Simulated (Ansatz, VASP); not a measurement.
## Two plane-wave programs on AlCu5

```xyz
6
Lattice="3.0259 0.0000 0.0000 0.0000 3.0259 0.0000 0.0000 0.0000 8.1335" Properties=species:S:1:pos:R:3 pbc="T T T"
Al    0.0000    0.0000    4.0667
Cu    0.0000    0.0000    6.7990
Cu    1.5129    1.5129    5.4594
Cu    1.5129    1.5129    2.6741
Cu    0.0000    0.0000    1.3344
Cu    1.5129    1.5129    0.0000
```

Alike in both runs: functional PBE; k mesh 6 × 6 × 2; occupations gaussian, width 0.1 eV; no spin polarisation.

Ansatz relaxed the structure, and its values are those at the end. VASP's run is a single point on that final structure, the one shown.

|  | VASP | Ansatz |
| --- | --- | --- |
| version | VASP 6.6.1 | Ansatz 0.2.0 |
| potentials or method | VASP PAW PBE potentials, release 64 (Al, Cu), cutoff 520 eV | scalar-relativistic, plane waves, PAW |
| valence electrons in the cell | 58 | 98 |

```tsv
	VASP	Ansatz	Ansatz less VASP
gap on the k mesh at the Fermi level (eV)	none	none	-
pressure (GPa)	0.2	0.0	-0.23
rms of the force components (eV/Å)	0.004	0.000	-0.0032
```

A gap of «none» marks a metal or a gap that the smearing closes. VASP's potentials hold 58 valence electrons a cell and Ansatz's 98, so a difference there can come from the potentials and not from the codes.

The k mesh is coarse, so the values compare programs but aren't converged.
